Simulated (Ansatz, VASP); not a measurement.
Sc3In5N4O4 in VASP and in Ansatz

```
CELL_PARAMETERS angstrom
0.16583 -0.29325 -5.68601
3.35317 6.23650 0.21195
3.77572 -6.48079 -0.41758
ATOMIC_POSITIONS crystal
N 0.62385 0.18200 0.32683
N 0.65188 0.66290 0.32487
N 0.14617 0.33310 0.17282
N 0.10737 0.81986 0.64671
O 0.67029 0.14126 0.87629
O 0.52285 0.65930 0.80179
O 0.02494 0.33394 0.62467
O 0.17287 0.87231 0.24628
Sc 0.99608 0.15844 0.31730
Sc 0.02448 0.66783 0.33710
Sc 0.52275 0.33053 0.17067
In 0.05187 0.17798 0.83924
In 0.95344 0.68718 0.83912
In 0.45515 0.30360 0.64541
In 0.49193 0.83845 0.64685
In 0.55188 0.82526 0.15558
```

Alike in both runs: functional PBE; k mesh 3 × 3 × 3; occupations gaussian, width 0.1 eV; no spin polarisation.

Ansatz relaxed the structure, and its values are those at the end. VASP's run is a single point on that final structure, the one shown.

```csv
,VASP,Ansatz
version,VASP 6.6.1,Ansatz 0.2.0
potentials or method,"VASP PAW PBE potentials, release 64 (N, O, Sc_sv, In_d), cutoff 520 eV","scalar-relativistic, plane waves, PAW"
valence electrons in the cell,142,142
```

|  | VASP | Ansatz | Ansatz less VASP |
| --- | --- | --- | --- |
| gap on the k mesh at the Fermi level (eV) | 1.24 | 1.24 | +0.008 |
| least direct gap on the mesh (eV) | 1.28 | 1.29 | +0.007 |
| pressure (GPa) | 0.3 | 0.0 | -0.37 |
| rms of the force components (eV/Å) | 0.026 | 0.008 | -0.0173 |
